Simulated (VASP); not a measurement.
Runs of VASP 6.6.1 on Au. The structure is that of space group P6_3/mmc (No. 194), or close to it. The cells are those of the table. 

| task | potentials or basis | cell | k mesh | cutoff (eV) | smearing | second run | gap on the mesh (eV) | pressure (GPa) | relaxed volume (Å³/atom) | largest force (eV/Å) |
| --- | --- | --- | --- | --- | --- | --- | --- | --- | --- | --- |
| relaxation of cell and atoms | VASP PAW LDA potentials, release 64 (Au) | relaxed from a = 2.858, b = 2.858, c = 4.752 Å, angles 90.0, 90.0, 121.2°, 2 atoms | 18 × 18 × 10 | 600 | fermi-dirac 0.15 eV | - | none | 0.0 | 16.65 | - |
| relaxation of cell and atoms | VASP PAW LDA potentials, release 64 (Au) | relaxed from a = 2.920, b = 2.920, c = 4.893 Å, angles 90.0, 90.0, 122.2°, 2 atoms | 8 × 8 × 4 | 600 | gaussian 0.1 eV | - | none | -0.2 | 16.71 | 0.05 |
| relaxation of cell and atoms | VASP PAW LDA potentials, release 64 (Au_sv_GW) | relaxed from a = 2.920, b = 2.920, c = 4.893 Å, angles 90.0, 90.0, 122.2°, 2 atoms | 8 × 8 × 4 | 500 | gaussian 0.1 eV | valence_matched | none | -0.1 | (a) | 0.04 |
| relaxation of shape and atoms at fixed volume | VASP PAW LDA potentials, release 64 (Au) | relaxed from a = 2.818, b = 2.818, c = 4.730 Å, angles 90.0, 90.0, 120.0°, 2 atoms | 18 × 18 × 10 | 600 | fermi-dirac 0.15 eV | - | none | 4.7 | - | - |

Alike in all rows: level LDA; no spin polarisation.

Q: Estimate the missing entries.

A: (a) 16.62.

Caveats: spin-orbit coupling is left out, which moves the levels of the heavy elements; the relaxation stopped at a loose force limit of 0.05 eV/Å, so its end isn't a converged minimum (some runs).

A k mesh can miss the band edges, and the runs leave out spin-orbit coupling on Au.

A gap of «none» marks levels without a gap at the run's occupations.

The runs don't all hold the same shells in valence.
